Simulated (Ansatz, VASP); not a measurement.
## KZnF3: VASP beside Ansatz

File INCAR:

```
ALGO = Normal
EDIFF = 1E-7
EDIFFG = -0.01
ENCUT = 600
GGA = PE
IBRION = 2
ISIF = 3
ISMEAR = 0
LASPH = True
LCHARG = False
LREAL = False
LWAVE = False
NELM = 60
NSW = 100
PREC = Accurate
SIGMA = 0.02
```

Contents of KPOINTS:

```
k-points
0
Gamma
  6 6 6
```

File POSCAR:

```
KZnF3
1.0
    4.1273411201      0.0000000000      0.0000000000
    0.0000000000      4.1273411201      0.0000000000
    0.0000000000      0.0000000000      4.1273411201
K Zn F
1 1 3
Direct
    0.0000000000      0.0000000000      0.0000000000
    0.5000000000      0.5000000000      0.5000000000
    0.0000000000      0.5000000000      0.5000000000
    0.5000000000      0.0000000000      0.5000000000
    0.5000000000      0.5000000000      0.0000000000
```

Input for Ansatz:

```yaml
crystal:
  lattice:
    - [4.1273411201, 0.0, 0.0]
    - [0.0, 4.1273411201, 0.0]
    - [0.0, 0.0, 4.1273411201]
  atoms:
    - { symbol: K, position: [0.0, 0.0, 0.0] }
    - { symbol: Zn, position: [0.5, 0.5, 0.5] }
    - { symbol: F, position: [0.0, 0.5, 0.5] }
    - { symbol: F, position: [0.5, 0.0, 0.5] }
    - { symbol: F, position: [0.5, 0.5, 0.0] }
basis:
  ecutwfc: 420
kpoints:
  mp_grid: { grid: [6, 6, 6] }
hamiltonian:
  xc: pbe
scf:
  occupations: { method: gaussian, width: 0.02 }
output:
  forces: true
  stress: true
  eigenvalues: true
relax:
  adjacent_minimum: "off"
  f_tol: 0.01
  max_steps: 80
  cell: { stress_tol: 0.05 }
```

Alike in both runs: task relaxation of cell and atoms; functional PBE; k mesh 6 × 6 × 6; occupations gaussian, width 0.02 eV; no spin polarisation.

```csv
,VASP,Ansatz
version,VASP 6.6.1,Ansatz 0.2.0
potentials or method,"VASP PAW PBE potentials, release 64 (K_sv, Zn, F), cutoff 600 eV","scalar-relativistic, plane waves, PAW"
valence electrons in the cell,42,42
```

|  | VASP | Ansatz | Ansatz less VASP |
| --- | --- | --- | --- |
| gap on the k mesh at the Fermi level, each at its own relaxed structure (eV) | 3.65 | 3.71 | +0.068 |
| relaxed volume (Å³/atom) | 14.10 | 14.06 | -0.036 |
| relaxed cell length with the largest relative difference (Å) | 4.131 | 4.127 | -0.0035 |
